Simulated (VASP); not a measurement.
# ZnS: single point with r2SCAN

Crystal: ZnS.

```
Zn S
1.0
     0.00000    2.77535    2.77535
     2.77535    0.00000    2.77535
     2.77535    2.77535    0.00000
Zn S
1 1
Direct
  0.00000 0.00000 0.00000
  0.75000 0.75000 0.75000
```

This cell differs from its parent crystal: strain +0.030 along x and y, +0.030 along z.

```
Program                : VASP 6.6.1
Task                   : single point
Functional             : r2SCAN
Potentials or basis    : VASP PAW PBE potentials, release 64 (Zn, S)
Cutoff                 : 520 eV
k mesh                 : 8 × 8 × 8
Occupations            : gaussian, width 0.05 eV
Spin                   : no spin polarisation
Dipole correction      : no
Further INCAR settings : ALGO = Normal; EDIFF = 1e-07; NBANDS = 16
```

```json
{
  "Pressure": "-5.7 GPa",
  "Band gap on the k mesh": "2.31 eV, direct"
}
```

Levels at points of the mesh, in eV from the valence-band top:
| k point | band 7 | band 8 | band 9 | band 10 | band 11 | band 12 |
| --- | --- | --- | --- | --- | --- | --- |
| (0.00, 0.00, 0.00) | 0.00 | 0.00 | 0.00 | 2.31 | 6.95 | 6.95 |
| (0.50, 0.00, 0.00) | -4.87 | -0.77 | -0.77 | 3.64 | 7.43 | 7.43 |
| (0.50, 0.50, 0.00) | -4.29 | -2.00 | -2.00 | 3.89 | 4.47 | 11.16 |

Wall time 120 s on 1 thread of AMD EPYC 7R43 64-Core Processor (Zen 3) (shared host), peak memory 0.14 GiB.

Caveat: the cell differs from its parent crystal (strain +0.030 along x and y, +0.030 along z); the PAW data sets were made with another functional, which shifts forces and pressure a little.
